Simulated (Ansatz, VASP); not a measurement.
## Ga: VASP beside Ansatz

```
CELL_PARAMETERS angstrom
-1.42216 1.39987 2.22900
1.39987 -1.42216 2.22900
1.40813 1.40813 -2.24304
ATOMIC_POSITIONS crystal
Ga 0.00000 0.00000 0.00000
```

Change from the starting cell: equal xy, yz and zx shear strains of -1 %.

Alike in both runs: task single point; functional PBE; k mesh 14 × 14 × 16; occupations fermi-dirac, width 0.05 eV; no spin polarisation.

|  | VASP | Ansatz |
| --- | --- | --- |
| version | VASP 6.6.1 | Ansatz 0.2.0 |
| potentials or method | VASP PAW PBE potentials, release 64 (Ga_d), cutoff 520 eV | all-electron LAPW, scalar-relativistic |

|  | VASP | Ansatz | Ansatz less VASP |
| --- | --- | --- | --- |
| pressure (GPa) | 4.4 | 4.3 | -0.05 |
| traceless stress, the component that is largest in VASP (GPa) | -0.49 | -0.46 | +0.022 |

Ansatz ran all-electron here, and VASP with PAW potentials.
